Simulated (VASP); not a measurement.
# Si (a cell with a defect) in VASP: single point with PBE

Aim: the single point of Si (a cell with a defect) with PBE.

Program: VASP 6.6.1. These are calculated values, not measurements. Logs are shortened: lines on timing, memory, paths and dates and some standing lists are left out, and cuts for length are marked.

## 1. The cell of the first run

The cell holds a defect, 31 atoms: a = 9.474 Å, b = 9.474 Å, c = 9.474 Å, α = 109.47°, β = 109.47°, γ = 109.47°.

## 2. Single point, PBE

Contents of INCAR:

```
  PREC = Accurate
  ENCUT = 520
  EDIFF = 1E-6
  ISMEAR = 0
  SIGMA = 0.02
  LREAL = Auto
  LASPH = True
  NELM = 100
  ALGO = Normal
  ISIF = 2
  LWAVE = False
  LCHARG = False
  GGA = PE
  NELECT = 122.0
  NBANDS = 83
```

Contents of KPOINTS:

```
Automatic mesh
0
Gamma
  2 2 2
  0.5 0.5 0.5
```

Contents of POSCAR:

```
Si
1.0
    5.4700937555     -5.4700937555      5.4700937555
   -5.4700937555     -5.4700937555     -5.4700937555
    5.4700937555      5.4700937555     -5.4700937555
Si
31
Direct
    0.4999998395      0.1250033419      0.7499997593
    0.7479425734      0.0006924013      0.4990549746
    0.7432351586      0.7537408286      0.7499999421
   -0.0033610027     -0.0039179402      0.2466390085
    0.0011124124      0.7527498950      0.5020574825
    0.0033610027      0.4994430849      0.7500000335
    0.2490549634      0.0006923099     -0.0020575516
    0.2520574713      0.7527498950      0.2511124236
    0.2567647947      0.5105057838      0.5067648059
    0.2565355482      0.2389269834      0.7500000335
    0.5000000223      0.7537409200     -0.0067646921
    0.5000000223      0.4994430849      0.2533610139
    0.5000000223      0.2389268920      0.5065356507
    0.7434644965      0.4823914576     -0.0065355370
    0.7509450813      0.2516373689      0.2488875074
   -0.0011124124      0.2516374603      0.0009450478
    0.7509451727      0.2493070614      0.5020572997
    0.7434637653      0.0110727535      0.7500000335
    0.0033613683      0.2539184998      0.2533612881
    0.0011121382     -0.0016381803      0.4990547917
   -0.0033612769      0.7505571538      0.7500000335
    0.2520573799      0.2493070614      0.0009452306
    0.2490547806     -0.0016381803      0.2511121493
    0.2565362794      0.7676090553      0.5065362906
    0.2567644291      0.4962588616      0.7499999421
    0.5000000223      0.0110726621     -0.0065361768
    0.5000000223      0.7505571538      0.2466387342
    0.5000000223      0.4962588616      0.5067645316
    0.7432355242      0.7394944549     -0.0067644179
    0.7479426648      0.4972497039      0.2488878730
   -0.0011121382      0.4972497039     -0.0020573688
```

Potentials or basis: VASP PAW PBE potentials, release 64 (Si).

Launch:

```
> cat potpaw_PBE.64/Si/POTCAR > POTCAR
> mpirun -np 1 vasp_std > vasp.out
```

OUTCAR:

```text
PREC = Accurate
   ENCUT = 520
   EDIFF = 1E-6
   ISMEAR = 0
   LREAL = Auto
   LASPH = True
   NELM = 100
   ISIF = 2
   GGA = PE
   NELECT = 122.0

 ion  position               nearest neighbor table
   1  0.500  0.125  0.750-  13 2.85  10 2.85  14 2.85  24 2.85  18 2.85  26 2.85
   2  0.748  0.001  0.499-  17 2.34  18 2.36  27 2.37  20 2.41
   3  0.743  0.754  0.750-  28 2.35  29 2.35  21 2.41  18 2.44
   4  0.997  0.996  0.247-  20 2.37  23 2.37  19 2.40  29 2.41
   5  0.001  0.753  0.502-  20 2.34  24 2.36  21 2.37  30 2.41
   6  0.003  0.499  0.750-  31 2.37  17 2.37  21 2.40  25 2.41
   7  0.249  0.001  0.998-  22 2.34  26 2.36  21 2.37  23 2.41
[... 22 lines left out ...]
  30  0.748  0.497  0.249-  15 2.34  14 2.36  12 2.37   5 2.41
  31  0.999  0.497  0.998-  16 2.34  14 2.36   6 2.37   8 2.41

  LATTYP: Found a body centered cubic cell.
 ALAT       =    10.9401875110

  Lattice vectors:

 A1 = (   5.4700937555,  -5.4700937555,   5.4700937555)
 A2 = (  -5.4700937555,  -5.4700937555,  -5.4700937555)
 A3 = (   5.4700937555,   5.4700937555,  -5.4700937555)

Analysis of symmetry for initial positions (statically):
=====================================================================
 Subroutine PRICEL returns:
 Original cell was already a primitive cell.

 Routine SETGRP: Setting up the symmetry group for a
 body centered cubic supercell.

 Subroutine GETGRP returns: Found 12 space group operations
 (whereof  1 operations were pure point group operations)
 out of a pool of 48 trial point group operations.

The static configuration has the point symmetry C_1 .
 The point group associated with its full space group is D_3d.

Analysis of symmetry for dynamics (positions and initial velocities):
=====================================================================
 Subroutine PRICEL returns:
 Original cell was already a primitive cell.

 Routine SETGRP: Setting up the symmetry group for a
 body centered cubic supercell.

 Subroutine GETGRP returns: Found 12 space group operations
 (whereof  1 operations were pure point group operations)
 out of a pool of 48 trial point group operations.

The dynamic configuration has the point symmetry C_1 .
 The point group associated with its full space group is D_3d.

 Subroutine INISYM returns: Found 12 space group operations
 (whereof  1 operations are pure point group operations),
 and found     1 'primitive' translations

----------------------------------------------------------------------------------------

                                     Primitive cell

  volume of cell :     654.7030

  direct lattice vectors                    reciprocal lattice vectors
     5.470093755 -5.470093755  5.470093755     0.091406112 -0.091406112  0.000000000
    -5.470093755 -5.470093755 -5.470093755     0.000000000 -0.091406112 -0.091406112
     5.470093755  5.470093755 -5.470093755     0.091406112  0.000000000 -0.091406112

  length of vectors
     9.474480307  9.474480307  9.474480307     0.129267763  0.129267763  0.129267763

  position of ions in fractional coordinates (direct lattice)
     0.499999839  0.125003342  0.749999759
     0.747942573  0.000692401  0.499054975
     0.743235159  0.753740829  0.749999942
     0.996638997  0.996082060  0.246639008
     0.001112412  0.752749895  0.502057482
     0.003361003  0.499443085  0.750000034
[... 23 lines left out ...]
     0.747942665  0.497249704  0.248887873
     0.998887862  0.497249704  0.997942631

  ion indices of the primitive-cell ions
   primitive index   ion index
                 1           1
                 2           2
                 3           3
                 4           4
                 5           5
                 6           6
[... 23 lines left out ...]
                30          30
                31          31

----------------------------------------------------------------------------------------

 KPOINTS: Automatic mesh

Automatic generation of k-mesh.
 Grid dimensions read from file:
 generate k-points for:    2    2    2

 Generating k-lattice:

  Cartesian coordinates                     Fractional coordinates (reciprocal lattice)
     0.045703056 -0.045703056  0.000000000     0.500000000  0.000000000  0.000000000
     0.000000000 -0.045703056 -0.045703056     0.000000000  0.500000000  0.000000000
     0.045703056  0.000000000 -0.045703056     0.000000000  0.000000000  0.500000000

  Length of vectors
     0.064633881  0.064633881  0.064633881

  Shift w.r.t. Gamma in fractional coordinates (k-lattice)
     0.500000000  0.500000000  0.500000000

 Subroutine IBZKPT returns following result:
 ===========================================

 Found      2 irreducible k-points:

 Following reciprocal coordinates:
            Coordinates               Weight
  0.250000  0.250000  0.250000      2.000000
 -0.250000  0.250000  0.250000      6.000000
   k-points           NKPTS =      2   k-points in BZ     NKDIM =      2   number of bands    NBANDS=     83
   number of dos      NEDOS =    301   number of ions     NIONS =     31
   total plane-waves  NPLWV = 343000
   dimension x,y,z NGX =    70 NGY =   70 NGZ =   70
   dimension x,y,z NGXF=   140 NGYF=  140 NGZF=  140
   ions per type =              31
   NGX,Y,Z   is equivalent  to a cutoff of  12.28, 12.28, 12.28 a.u.
   NGXF,Y,Z  is equivalent  to a cutoff of  24.57, 24.57, 24.57 a.u.
 SYSTEM =  unknown system
   PREC   = accura    normal or accurate (medium, high low for compatibility)
   ISTART =      0    job   : 0-new  1-cont  2-samecut
   ICHARG =      2    charge: 1-file 2-atom 10-const
   ISPIN  =      1    spin polarized calculation?
   LNONCOLLINEAR =      F non collinear calculations
   LSORBIT =      F    spin-orbit coupling
   LASPH  =      T    aspherical Exc in radial PAW
   ENCUT  =  520.0 eV  38.22 Ry    6.18 a.u.  17.62 17.62 17.62*2*pi/ulx,y,z
   NELM   =    100;   NELMIN=  2; NELMDL= -5     # of ELM steps
   EDIFF  = 0.1E-05   stopping-criterion for ELM
   LREAL  =      T    real-space projection
   EDIFFG = 0.1E-04   stopping-criterion for IOM
   NSW    =      0    number of steps for IOM
   IBRION =     -1    ionic relax: 0-MD 1-quasi-New 2-CG
   NFREE  =      0    steps in history (QN), initial steepest desc. (CG)
   ISIF   =      2    stress and relaxation
   ISYM   =      2    0-nonsym 1-usesym 2-fastsym
   POTIM  = 0.5000    time-step for ionic-motion
   TEBEG  =    0.0;   TEEND  =   0.0 temperature during run
   PSTRESS=    0.0 pullay stress
   NELECT =     122.0000    total number of electrons
   NUPDOWN=      -1.0000    fix difference up-down
   EMIN   =  10.00;   EMAX   =-10.00  energy-range for DOS
   EFERMI =   0.00;   METHOD = LEGACY
   ISMEAR =     0;   SIGMA  =   0.02  broadening in eV -4-tet -1-fermi 0-gaus
   EFERMI_NEDOS =   21; number of points for ismear=-14 and -15
   IALGO  =     38    algorithm
   IMIX   =      4    mixing-type and parameters
     AMIX     =   0.40;   BMIX     =  1.00
     AMIX_MAG =   1.60;   BMIX_MAG =  1.00
  volume/ion in A,a.u.               =      21.12       142.52
  Fermi-wavevector in a.u.,A,eV,Ry     =   0.935075  1.767036 11.896474  0.874366
  Thomas-Fermi vector in A             =   2.061946
   LORBIT       =      0    0 simple, 1 ext, 2 COOP (PROOUT), +10 PAW based schemes
   GGA     = PE    functional components
   LHFCALC =     F    Hartree Fock is set to
   AEXX    =    0.0000 exact exchange contribution
   IVDW    =     0    specifies the selected vdW correction
   LEPSILON=     F    determine dielectric tensor
   LRPA    =     F    only Hartree local field effects (RPA)
 non-spin polarized calculation
 Gauss-broadening in eV      SIGMA  =   0.02
  energy-cutoff  :      520.00
  volume of cell :      654.70
 maximum number of plane-waves:     17628
 NGX is ok and might be reduce to    70
   NGX = 35   NGY = 35   NGZ = 35

 number of electron     122.0000001 magnetization

 Free energy of the ion-electron system (eV)
  ---------------------------------------------------
  ext. energy  EPLUGINS =         0.00000000
  ---------------------------------------------------
  free energy    TOTEN  =      -174.11170351 eV

  energy without entropy =     -174.11170351  energy(sigma->0) =     -174.11170351

 E-fermi :   4.9234     XC(G=0):  -9.1804

 val. band max:        4.7865997081   @ k =   0.2500   0.2500   0.2500
 cond. band min:       5.0970302397   @ k =  -0.2500   0.2500   0.2500
 fundamental gap:      0.3104305316
 Fermi energy:         4.9233872634

 k-point     1 :       0.2500    0.2500    0.2500
  band No.  band energies     occupation
      1      -5.5860      2.00000
      2      -5.5860      2.00000
      3      -5.5124      2.00000
      4      -5.3603      2.00000
      5      -3.8180      2.00000
      6      -3.8180      2.00000
[... 65 lines left out ...]
     72       7.0899      0.00000
     73       7.0899      0.00000

 k-point     2 :      -0.2500    0.2500    0.2500
  band No.  band energies     occupation
      1      -6.0290      2.00000
      2      -5.1145      2.00000
      3      -5.0180      2.00000
      4      -4.9850      2.00000
      5      -4.8999      2.00000
      6      -4.2813      2.00000
[... 65 lines left out ...]
     72       7.6823      0.00000
     73       7.6908      0.00000
 [bands above 73 left out]

------------------------ aborting loop because EDIFF is reached ----------------------------------------

  FORCE on cell =-STRESS in cart. coord.  units (eV):
  Direction    XX          YY          ZZ          XY          YZ          ZX
  --------------------------------------------------------------------------------------
  -------------------------------------------------------------------------------------
  Total      -29.0725154    -29.0725154    -29.0725154     -3.0505479     -3.0505479     -3.0505479
  in kB      -71.1457382    -71.1457382    -71.1457382     -7.4652462     -7.4652462     -7.4652462
  external PRESSURE =     -71.1457382 kB  Pullay stress =       0.0000000 kB

 VOLUME and BASIS-vectors are now :
 -----------------------------------------------------------------------------
  energy-cutoff  :      520.00
  volume of cell :      654.70
      direct lattice vectors                 reciprocal lattice vectors
     5.470093755 -5.470093755  5.470093755     0.091406112 -0.091406112  0.000000000
    -5.470093755 -5.470093755 -5.470093755     0.000000000 -0.091406112 -0.091406112
     5.470093755  5.470093755 -5.470093755     0.091406112  0.000000000 -0.091406112

 POSITION                                       TOTAL-FORCE (eV/Angst)
 -----------------------------------------------------------------------------------
      6.15383      0.68374     -2.05130         0.000000     -0.000000      0.000000
      6.81741     -1.36523      1.35765        -0.000354     -0.006914      0.014096
      4.04510     -4.08603     -4.16004         0.004139      0.006971      0.004139
      1.35219     -9.55123     -1.34609        -0.008802      0.002866      0.002866
     -1.36523     -1.37740     -6.85783        -0.006914      0.014096     -0.000354
      1.38895      1.35219     -6.81619         0.002866     -0.008802      0.002866
[... 23 lines left out ...]
      2.73275     -5.44988      0.00987         0.006914      0.000354     -0.014096
      8.20285     -2.72517     -2.71483         0.006914     -0.014096      0.000354
 -----------------------------------------------------------------------------------
    total drift:                                0.002039      0.001503     -0.002673

  FREE ENERGIE OF THE ION-ELECTRON SYSTEM (eV)
  ---------------------------------------------------
  free  energy   TOTEN  =      -174.1117035129 eV

  energy  without entropy=     -174.1117035129  energy(sigma->0) =     -174.11170351
```

Run time: 2.3 min. Hardware: 1 thread of Intel Xeon Platinum 8488C (Sapphire Rapids), shared host; peak memory 0.67 GiB.

What came out:

```yaml
Free_energy: -174.1117 eV
Largest_force: 0.024 eV/Å
```

Forces in eV/Å, atoms in the order of the input:
```
Si   0.000  0.000  0.000
Si   0.000 -0.007  0.014
Si   0.004  0.007  0.004
Si  -0.009  0.003  0.003
Si  -0.007  0.014  0.000
Si   0.003 -0.009  0.003
Si   0.000  0.014 -0.007
Si  -0.007  0.000  0.014
Si   0.007  0.004  0.004
Si  -0.012  0.016 -0.012
Si   0.004  0.004  0.007
Si   0.003  0.003 -0.009
Si  -0.012 -0.012  0.016
Si   0.016 -0.012 -0.012
Si   0.014  0.000 -0.007
Si   0.014 -0.007  0.000
Si   0.000 -0.014  0.007
Si   0.012 -0.016  0.012
Si   0.009 -0.003 -0.003
Si  -0.014  0.007  0.000
Si  -0.003  0.009 -0.003
Si   0.000  0.007 -0.014
Si  -0.014  0.000  0.007
Si  -0.016  0.012  0.012
Si  -0.004 -0.007 -0.004
Si   0.012  0.012 -0.016
Si  -0.003 -0.003  0.009
Si  -0.004 -0.004 -0.007
Si  -0.007 -0.004 -0.004
Si   0.007  0.000 -0.014
Si   0.007 -0.014  0.000
```

Caveat: the cell carries a net charge on a neutralising background, which shifts energy and pressure; the cell is charged against a uniform background, so pressure and absolute levels hang on convention.
